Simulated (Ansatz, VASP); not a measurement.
Cd2S in VASP and in Ansatz

The input POSCAR:

```
Cd2S
1.0
    3.9889136618      0.0000000000      0.0000000000
   -1.9944568309      3.4545005647      0.0000000000
    0.0000000000      0.0000000000      5.8476645914
Cd S
2 1
Direct
    0.3333333333      0.6666666667      0.9327170000
    0.6666666667      0.3333333333      0.5787350000
    0.3333333333      0.6666666667      0.3657050000
```

INCAR.step1

```
ALGO = Normal
EDIFF = 1E-4
ENCUT = 520
GGA = PE
ISMEAR = -1
LASPH = True
LCHARG = False
LREAL = False
LWAVE = True
NBANDS = 22
NELM = 60
PREC = Accurate
SIGMA = 0.05
```

File INCAR.step2:

```
ALGO = Normal
EDIFF = 1E-6
ENCUT = 520
ISIF = 2
ISMEAR = -1
ISTART = 1
LASPH = True
LCHARG = False
LMIXTAU = True
LREAL = False
LWAVE = False
METAGGA = R2SCAN
NBANDS = 22
NELM = 60
PREC = Accurate
SIGMA = 0.05
```

KPOINTS

```
k-points
0
Gamma
  8 8 5
```

Contents of input.yaml:

```yaml
crystal:
  lattice:
    - [3.9889136618, 0.0, 0.0]
    - [-1.9944568309, 3.4545005647, 0.0]
    - [0.0, 0.0, 5.8476645914]
  atoms:
    - { symbol: Cd, position: [0.3333333333, 0.6666666667, 0.932717] }
    - { symbol: Cd, position: [0.6666666667, 0.3333333333, 0.578735] }
    - { symbol: S, position: [0.3333333333, 0.6666666667, 0.365705] }
hamiltonian:
  xc: r2scan
  pseudopotentials: { kind: paw }
kpoints:
  mp_grid: { grid: [8, 8, 5] }
scf:
  occupations: { method: fermi_dirac, width: 0.05 }
output:
  forces: true
  stress: true
  eigenvalues: true
  write_density: true
  write_potential: true
  elf: true
  volumetric_format: npy
```

Alike in both runs: task single point; functional r2SCAN; k mesh 8 × 8 × 5; occupations fermi-dirac, width 0.05 eV; no spin polarisation.

|  | VASP | Ansatz |
| --- | --- | --- |
| version | VASP 6.6.1 | Ansatz 0.2.0 |
| potentials or method | VASP PAW PBE potentials, release 64 (Cd, S) | Ansatz PAW |
| plane-wave cutoff (eV) | 520 | 500 |
| valence electrons in the cell | 30 | 46 |

|  | VASP | Ansatz | Ansatz less VASP |
| --- | --- | --- | --- |
| gap on the k mesh at the Fermi level (eV) | 0.30 | 0.30 | 0.000 |
| least direct gap on the mesh (eV) | 0.61 | 0.61 | 0.000 |
| pressure (GPa) | -2.3 | -2.5 | -0.22 |
| traceless stress, the component that is largest in VASP (GPa) | -0.32 | -0.37 | -0.054 |
| rms of the force components (eV/Å) | 0.037 | 0.046 | +0.0089 |

VASP's potentials were made for PBE, not for r2SCAN. Atom by atom the forces differ by 0.009 eV/Å (rms over components). VASP's potentials hold 30 valence electrons a cell and Ansatz's 46, so a difference there can come from the potentials and not from the codes.

Noted on Ansatz's run: odd divisions of the mesh miss points on the zone boundary, where band edges often lie, so the gap on the mesh can be too wide.
